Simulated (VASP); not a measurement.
Set up this calculation in VASP 6.6.1, as the native input.

```yaml
Task: single point
Functional: r2SCAN
Potentials_or_basis: VASP PAW PBE potentials, release 64 (Cd)
Cutoff: 520 eV
k_mesh: 18 × 18 × 18
Occupations: gaussian, width 0.15 eV
Spin: no spin polarisation
Dipole_correction: no
Further_INCAR_settings: ALGO = Normal; EDIFF = 1e-06; NBANDS = 12
```

The system is Cd.

```
Cd
1.0
     0.00000    2.21815    2.32906
     2.21815    0.00000    2.32906
     2.21815    2.21815    0.00000
Cd
1
Direct
  0.00000 0.00000 0.00000
```

This cell differs from its parent crystal: strain +0.000 along x and y, +0.050 along z.

One way to write it, as run:

POSCAR

```
Cd
1.0
    0.0000000000      2.2181497500      2.3290572375
    2.2181497500      0.0000000000      2.3290572375
    2.2181497500      2.2181497500      0.0000000000
Cd
1
Direct
    0.0000000000      0.0000000000      0.0000000000
```

INCAR.step1

```
SYSTEM = Cd
ALGO = Normal ; EDIFF = 1E-4
ENCUT = 520 ; GGA = PE
ISMEAR = 0 ; LASPH = .True.
LCHARG = .False. ; LREAL = .False.
LWAVE = .True. ; NBANDS = 12
NELM = 100 ; PREC = Accurate
SIGMA = 0.15
```

INCAR.step2

```
SYSTEM = Cd
ALGO = Normal ; EDIFF = 1E-6
ENCUT = 520 ; ISIF = 2
ISMEAR = 0 ; ISTART = 1
LASPH = .True. ; LCHARG = .True.
LELF = .True. ; LMIXTAU = .True.
LREAL = .False. ; LVHAR = .True.
LWAVE = .False. ; METAGGA = R2SCAN
NBANDS = 12 ; NELM = 100
PREC = Accurate ; SIGMA = 0.15
```

KPOINTS

```
k-points
0
Gamma
  18 18 18
  0 0 0
```

Potentials or basis: VASP PAW PBE potentials, release 64 (Cd).

Run with:

```sh
$ cat potpaw_PBE.64/Cd/POTCAR > POTCAR
$ cp INCAR.step1 INCAR
$ mpirun -np 1 vasp_std > vasp.out
$ cp INCAR.step2 INCAR
$ mpirun -np 1 vasp_std > vasp.out
```

Results of the run:

The pressure is -2.1 GPa and the band gap on the k mesh is zero (bands 6 and 7 overlap by 3.26 eV).

Caveat: the cell differs from its parent crystal (strain +0.000 along x and y, +0.050 along z); the PAW data sets were made with another functional, which shifts forces and pressure a little.

Wall time 2.1 min on 1 thread of Intel(R) Xeon(R) 6975P-C (Granite Rapids), on a shared host, peak memory 0.25 GiB.
